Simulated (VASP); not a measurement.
Set up this calculation in VASP 6.6.1, as the native input.

| Quantity | Value |
| --- | --- |
| Task | single point |
| Functional | r2SCAN |
| Potentials or basis | VASP PAW PBE potentials, release 64 (La, O) |
| Cutoff | 520 eV |
| k mesh | 12 × 12 × 4 |
| Occupations | gaussian, width 0.1 eV |
| Spin | no spin polarisation |
| Dipole correction | no |
| Further INCAR settings | ALGO = Normal; EDIFF = 1e-06; NBANDS = 30 |

Crystal: La3O2.

```
CELL_PARAMETERS angstrom
3.68853 0.00000 0.00000
-1.84426 3.19436 0.00000
0.00000 0.00000 9.45815
ATOMIC_POSITIONS crystal
La 0.33333 0.66667 0.68572
La 0.66667 0.33333 0.31428
La 0.00000 0.00000 0.00000
O 0.33333 0.66667 0.14537
O 0.66667 0.33333 0.85463
```

These files were run (other wordings do the same):

POSCAR

```
La3O2
1.0
    3.6885278996      0.0000000000      0.0000000000
   -1.8442639498      3.1943588636      0.0000000000
    0.0000000000      0.0000000000      9.4581475978
La O
3 2
Direct
    0.3333333333      0.6666666667      0.6857219649
    0.6666666667      0.3333333333      0.3142780351
    0.0000000000      0.0000000000      0.0000000000
    0.3333333333      0.6666666667      0.1453716731
    0.6666666667      0.3333333333      0.8546283269
```

INCAR.step1

```
SYSTEM = La3O2
PREC = Accurate ; ENCUT = 520
ISMEAR = 0 ; SIGMA = 0.1
LREAL = .FALSE. ; LASPH = .TRUE.
NELM = 80 ; NBANDS = 30
GGA = PE ; ALGO = Normal
EDIFF = 1E-4 ; LWAVE = .TRUE.
LCHARG = .FALSE.
```

INCAR.step2

```
SYSTEM = La3O2
PREC = Accurate ; ENCUT = 520
EDIFF = 1E-6 ; ISMEAR = 0
SIGMA = 0.1 ; LREAL = .FALSE.
LASPH = .TRUE. ; NELM = 80
ALGO = Normal ; ISIF = 2
LWAVE = .FALSE. ; LCHARG = .TRUE.
METAGGA = R2SCAN ; LMIXTAU = .TRUE.
LELF = .TRUE. ; LVHAR = .TRUE.
NBANDS = 30 ; ISTART = 1
```

KPOINTS

```
regular mesh
0
G
  12 12 4
  0 0 0
```

Potentials or basis: VASP PAW PBE potentials, release 64 (La, O).

Run with:

```bash
$ cat potpaw_PBE.64/La/POTCAR potpaw_PBE.64/O/POTCAR > POTCAR
$ cp INCAR.step1 INCAR
$ mpirun -np 1 vasp_std > vasp.out
$ cp INCAR.step2 INCAR
$ mpirun -np 1 vasp_std > vasp.out
```

It gave:

```
Pressure               : -0.6 GPa
Largest force          : 0.138 eV/Å
Band gap on the k mesh : zero (an odd number of electrons rules out a gap without spin polarisation)
```

Caveat: the PAW data sets were made with another functional, which shifts forces and pressure a little; spin-orbit coupling is left out, which moves the levels of the heavy elements; an odd number of electrons without spin polarisation forces a metal; a magnetic or distorted state may lie lower.

Wall time 39 min on 1 thread of Intel Xeon 8259CL, with other jobs on the host, peak memory 0.39 GiB.
